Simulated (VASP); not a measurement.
# CuI: single point with LDA

Crystal: CuI.

```
I Cu
1.0
     4.17042    0.00000    0.00000
     0.00000    4.17042    0.00000
     0.00000    0.00000    6.67995
I Cu
2 2
Direct
  0.00000 0.50000 0.74303
  0.50000 0.00000 0.25697
  0.00000 0.00000 0.00000
  0.50000 0.50000 0.00000
```

```json
{
  "Program": "VASP 6.6.1",
  "Task": "single point",
  "Functional": "LDA",
  "Potentials or basis": "VASP PAW LDA potentials, release 64 (I, Cu)",
  "Cutoff": "520 eV",
  "k mesh": "7 × 7 × 4",
  "Occupations": "fermi-dirac, width 0.05 eV",
  "Spin": "no spin polarisation"
}
```

| Quantity | Value |
| --- | --- |
| Pressure | -5.3 GPa |
| Largest force | 0.899 eV/Å |
| Band gap on the k mesh | 1.36 eV |

Forces in eV/Å, atoms in the order of the input:
```
I    0.000  0.000  0.899
I    0.000  0.000 -0.899
Cu   0.000  0.000  0.000
Cu   0.000  0.000  0.000
```

Levels at points of the mesh, in eV from the valence-band top:
```csv
k point,band 14,band 15,band 16,band 17,band 18,band 19,band 20,band 21,band 22,band 23
"(0.00, 0.00, 0.00)",-1.22,-1.05,-0.70,0.00,0.00,1.36,2.97,3.33,4.97,4.97
"(0.00, 0.00, 0.50)",-1.16,-1.16,-1.05,-0.24,-0.24,2.97,3.12,3.38,4.50,5.60
```

Run time: 2.5 min on 1 thread of Intel Xeon 8259CL (shared host), peak memory 0.24 GiB.

Caveat: the cell stands under tension; spin-orbit coupling is left out, which moves the levels of the heavy elements.
